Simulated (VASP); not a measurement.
# In (P6/mmm) in VASP: single point with PBEsol

Aim: the single point of In with PBEsol.

All numbers are computed with VASP 6.6.1; they aren't measurements. Logs are shortened: lines on timing, memory, paths and dates and some standing lists are left out, and cuts for length are marked.

## Step 1: The cell of the first run

Symmetry: P6/mmm, No. 191, hexagonal system. Conventional cell: a = 3.161 Å, b = 3.161 Å, c = 9.058 Å, α = 90.00°, β = 90.00°, γ = 120.00°. Within 4.2 Å of In (site symmetry 6/mmm) lie 6 In at 3.16 Å.

## Step 2: Single point, PBEsol

INCAR

```
SYSTEM = In
PREC = Accurate
ENCUT = 520
EDIFF = 1E-7
ISMEAR = 1
SIGMA = 0.1
LREAL = .FALSE.
LASPH = .TRUE.
NELM = 80
ALGO = Normal
ISIF = 2
LWAVE = .FALSE.
LCHARG = .FALSE.
GGA = PS
NBANDS = 12
```

KPOINTS

```
regular mesh
0
G
  8 8 3
  0 0 0
```

POSCAR

```
In
1.0
    3.1605900000      0.0000000000      0.0000000000
   -1.5802950000      2.7371510000      0.0000000000
    0.0000000000      0.0000000000      9.0575750000
In
1
Direct
    0.6666666667      0.3333333333      0.0000000000
```

Potentials or basis: VASP PAW PBE potentials, release 64 (In_d).

Launch:

```bash
cat potpaw_PBE.64/In_d/POTCAR > POTCAR
mpirun -np 1 vasp_std > vasp.out
```

OUTCAR:

```text
SYSTEM = In
   PREC = Accurate
   ENCUT = 520
   EDIFF = 1E-7
   ISMEAR = 1
   LREAL = .FALSE.
   LASPH = .TRUE.
   NELM = 80
   ISIF = 2
   GGA = PS

 ion  position               nearest neighbor table
   1  0.667  0.333  0.000-

  LATTYP: Found a hexagonal cell.
 ALAT       =     3.1605900000
 C/A-ratio  =     2.8657861349

  Lattice vectors:

 A1 = (   3.1605900000,   0.0000000000,   0.0000000000)
 A2 = (  -1.5802950000,   2.7371510000,   0.0000000000)
 A3 = (   0.0000000000,   0.0000000000,   9.0575750000)

Analysis of symmetry for initial positions (statically):
=====================================================================
 Subroutine PRICEL returns:
 Original cell was already a primitive cell.

 Routine SETGRP: Setting up the symmetry group for a
 hexagonal supercell.

 Subroutine GETGRP returns: Found 24 space group operations
 (whereof 12 operations were pure point group operations)
 out of a pool of 24 trial point group operations.

The static configuration has the point symmetry D_3h.
 The point group associated with its full space group is D_6h.

Analysis of symmetry for dynamics (positions and initial velocities):
=====================================================================
 Subroutine PRICEL returns:
 Original cell was already a primitive cell.

 Routine SETGRP: Setting up the symmetry group for a
 hexagonal supercell.

 Subroutine GETGRP returns: Found 24 space group operations
 (whereof 12 operations were pure point group operations)
 out of a pool of 24 trial point group operations.

The dynamic configuration has the point symmetry D_3h.
 The point group associated with its full space group is D_6h.

 Subroutine INISYM returns: Found 24 space group operations
 (whereof 12 operations are pure point group operations),
 and found     1 'primitive' translations

----------------------------------------------------------------------------------------

                                     Primitive cell

  volume of cell :      78.3572

  direct lattice vectors                    reciprocal lattice vectors
     3.160590000  0.000000000  0.000000000     0.316396622  0.182671690  0.000000000
    -1.580295000  2.737151000  0.000000000     0.000000000  0.365343381  0.000000000
     0.000000000  0.000000000  9.057575000     0.000000000  0.000000000  0.110404827

  length of vectors
     3.160590000  3.160589800  9.057575000     0.365343358  0.365343381  0.110404827

  position of ions in fractional coordinates (direct lattice)
     0.666666667  0.333333333  0.000000000

  ion indices of the primitive-cell ions
   primitive index   ion index
                 1           1

----------------------------------------------------------------------------------------

 KPOINTS: regular mesh

Automatic generation of k-mesh.
 Grid dimensions read from file:
 generate k-points for:    8    8    3

 Generating k-lattice:

  Cartesian coordinates                     Fractional coordinates (reciprocal lattice)
     0.039549578  0.022833961  0.000000000     0.125000000 -0.000000000  0.000000000
     0.000000000  0.045667923  0.000000000     0.000000000  0.125000000  0.000000000
     0.000000000  0.000000000  0.036801609     0.000000000  0.000000000  0.333333333

  Length of vectors
     0.045667920  0.045667923  0.036801609

  Shift w.r.t. Gamma in fractional coordinates (k-lattice)
     0.000000000  0.000000000  0.000000000

 Subroutine IBZKPT returns following result:
 ===========================================

 Found     20 irreducible k-points:

 Following reciprocal coordinates:
            Coordinates               Weight
  0.000000  0.000000  0.000000      1.000000
  0.125000 -0.000000  0.000000      6.000000
  0.250000 -0.000000  0.000000      6.000000
  0.375000  0.000000  0.000000      6.000000
  0.500000 -0.000000  0.000000      3.000000
  0.125000  0.125000  0.000000      6.000000
[... 12 lines left out ...]
  0.250000  0.250000  0.333333     12.000000
  0.375000  0.250000  0.333333     12.000000
   k-points           NKPTS =     20   k-points in BZ     NKDIM =     20   number of bands    NBANDS=     12
   number of dos      NEDOS =    301   number of ions     NIONS =      1
   total plane-waves  NPLWV =  40320
   dimension x,y,z NGX =    24 NGY =   24 NGZ =   70
   dimension x,y,z NGXF=    48 NGYF=   48 NGZF=  140
   ions per type =               1
   NGX,Y,Z   is equivalent  to a cutoff of  12.62, 12.62, 12.85 a.u.
   NGXF,Y,Z  is equivalent  to a cutoff of  25.25, 25.25, 25.70 a.u.
 SYSTEM =  In
   PREC   = accura    normal or accurate (medium, high low for compatibility)
   ISTART =      0    job   : 0-new  1-cont  2-samecut
   ICHARG =      2    charge: 1-file 2-atom 10-const
   ISPIN  =      1    spin polarized calculation?
   LNONCOLLINEAR =      F non collinear calculations
   LSORBIT =      F    spin-orbit coupling
   LASPH  =      T    aspherical Exc in radial PAW
   ENCUT  =  520.0 eV  38.22 Ry    6.18 a.u.   5.88  5.88 16.84*2*pi/ulx,y,z
   NELM   =     80;   NELMIN=  2; NELMDL= -5     # of ELM steps
   EDIFF  = 0.1E-06   stopping-criterion for ELM
   LREAL  =      F    real-space projection
   EDIFFG = 0.1E-05   stopping-criterion for IOM
   NSW    =      0    number of steps for IOM
   IBRION =     -1    ionic relax: 0-MD 1-quasi-New 2-CG
   NFREE  =      0    steps in history (QN), initial steepest desc. (CG)
   ISIF   =      2    stress and relaxation
   ISYM   =      2    0-nonsym 1-usesym 2-fastsym
   POTIM  = 0.5000    time-step for ionic-motion
   TEBEG  =    0.0;   TEEND  =   0.0 temperature during run
   PSTRESS=    0.0 pullay stress
   NELECT =      13.0000    total number of electrons
   NUPDOWN=      -1.0000    fix difference up-down
   EMIN   =  10.00;   EMAX   =-10.00  energy-range for DOS
   EFERMI =   0.00;   METHOD = LEGACY
   ISMEAR =     1;   SIGMA  =   0.10  broadening in eV -4-tet -1-fermi 0-gaus
   EFERMI_NEDOS =   21; number of points for ismear=-14 and -15
   IALGO  =     38    algorithm
   IMIX   =      4    mixing-type and parameters
     AMIX     =   0.40;   BMIX     =  1.00
     AMIX_MAG =   1.60;   BMIX_MAG =  1.00
  volume/ion in A,a.u.               =      78.36       528.78
  Fermi-wavevector in a.u.,A,eV,Ry     =   0.899559  1.699920 11.009922  0.809206
  Thomas-Fermi vector in A             =   2.022408
   LORBIT       =      0    0 simple, 1 ext, 2 COOP (PROOUT), +10 PAW based schemes
   GGA     = PS    functional components
   LHFCALC =     F    Hartree Fock is set to
   AEXX    =    0.0000 exact exchange contribution
   IVDW    =     0    specifies the selected vdW correction
   LEPSILON=     F    determine dielectric tensor
   LRPA    =     F    only Hartree local field effects (RPA)
 non-spin polarized calculation
 Methfessel and Paxton  Order N= 1 SIGMA  =   0.10
  energy-cutoff  :      520.00
  volume of cell :       78.36
 maximum number of plane-waves:      2132
 NGX is ok and might be reduce to    24
   NGX = 11   NGY = 11   NGZ = 33

 number of electron      12.9999995 magnetization

 Free energy of the ion-electron system (eV)
  ---------------------------------------------------
  ext. energy  EPLUGINS =         0.00000000
  ---------------------------------------------------
  free energy    TOTEN  =        -2.46223526 eV

  energy without entropy =       -2.46001734  energy(sigma->0) =       -2.46149595

 E-fermi :  -0.2812     XC(G=0):  -4.8641

 val. band max:       -0.2854033165   @ k =   0.1250   0.1250   0.0000
 cond. band min:       0.0260417012   @ k =   0.2500  -0.0000   0.3333
 fundamental gap:      0.3114450177
 Fermi energy:        -0.2812457505

 k-point     1 :       0.0000    0.0000    0.0000
  band No.  band energies     occupation
      1     -14.7142      2.00000
      2     -14.5128      2.00000
      3     -14.5128      2.00000
      4     -14.3210      2.00000
      5     -14.3210      2.00000
      6      -7.8801      2.00000
      7      -1.3340      2.00000
      8       2.6261      0.00000
      9       6.0712      0.00000
     10       6.7817      0.00000
     11      11.7920      0.00000
     12      11.7920      0.00000

 k-point     2 :       0.1250   -0.0000    0.0000
  band No.  band energies     occupation
      1     -14.6742      2.00000
      2     -14.5245      2.00000
      3     -14.4510      2.00000
      4     -14.3614      2.00000
      5     -14.3294      2.00000
      6      -7.5581      2.00000
      7      -0.9787      2.00000
      8       2.9322      0.00000
      9       6.3954      0.00000
     10       7.0615      0.00000
     11       8.8050      0.00000
     12      10.5131      0.00000

 k-point     3 :       0.2500   -0.0000    0.0000
  band No.  band energies     occupation
      1     -14.6677      2.00000
      2     -14.4691      2.00000
      3     -14.4562      2.00000
      4     -14.3498      2.00000
      5     -14.2982      2.00000
      6      -6.5623      2.00000
      7       0.0509     -0.00003
      8       3.8409      0.00000
      9       4.5976      0.00000
     10       7.3317      0.00000
     11       7.9685      0.00000
     12       8.7287      0.00000
[... 226 lines left out ...]
 k-point    19 :       0.2500    0.2500    0.3333
  band No.  band energies     occupation
      1     -14.5340      2.00000
      2     -14.5087      2.00000
      3     -14.4582      2.00000
      4     -14.4302      2.00000
      5     -14.1881      2.00000
      6      -3.8112      2.00000
      7       1.3047     -0.00000
      8       2.5064      0.00000
      9       2.5225      0.00000
     10       6.7633      0.00000
     11       7.5784      0.00000
     12       8.5506      0.00000

 k-point    20 :       0.3750    0.2500    0.3333
  band No.  band energies     occupation
      1     -14.5345      2.00000
      2     -14.4984      2.00000
      3     -14.4619      2.00000
      4     -14.3465      2.00000
      5     -14.2564      2.00000
      6      -1.8617      2.00000
      7      -0.8434      2.00000
      8       1.6928     -0.00000
      9       3.7832      0.00000
     10       6.2825      0.00000
     11       8.1378      0.00000
     12       8.9867      0.00000

------------------------ aborting loop because EDIFF is reached ----------------------------------------

  FORCE on cell =-STRESS in cart. coord.  units (eV):
  Direction    XX          YY          ZZ          XY          YZ          ZX
  --------------------------------------------------------------------------------------
  -------------------------------------------------------------------------------------
  Total       -0.2294438     -0.2294438     -0.0151091      0.0000000      0.0000000      0.0000000
  in kB       -4.6914604     -4.6914596     -0.3089369      0.0000000      0.0000000      0.0000000
  external PRESSURE =      -3.2306190 kB  Pullay stress =       0.0000000 kB

 VOLUME and BASIS-vectors are now :
 -----------------------------------------------------------------------------
  energy-cutoff  :      520.00
  volume of cell :       78.36
      direct lattice vectors                 reciprocal lattice vectors
     3.160590000  0.000000000  0.000000000     0.316396622  0.182671690  0.000000000
    -1.580295000  2.737151000  0.000000000     0.000000000  0.365343381  0.000000000
     0.000000000  0.000000000  9.057575000     0.000000000  0.000000000  0.110404827

 POSITION                                       TOTAL-FORCE (eV/Angst)
 -----------------------------------------------------------------------------------
      1.58030      0.91238      0.00000         0.000000      0.000000      0.000000
 -----------------------------------------------------------------------------------
    total drift:                               -0.000000      0.000000     -0.000000

  FREE ENERGIE OF THE ION-ELECTRON SYSTEM (eV)
  ---------------------------------------------------
  free  energy   TOTEN  =        -2.4622352564 eV

  energy  without entropy=       -2.4600173395  energy(sigma->0) =       -2.46149595
```

Wall time 9 s (1 thread of Intel Xeon 6975P-C (Granite Rapids), shared host); peak memory 0.18 GiB.

What came out:

| Item | Value |
| --- | --- |
| Free energy | -2.4622 eV |
| Pressure | -0.3 GPa |

Caveat: the PAW data sets were made with another functional, which shifts forces and pressure a little; spin-orbit coupling is left out, which moves the levels of the heavy elements.
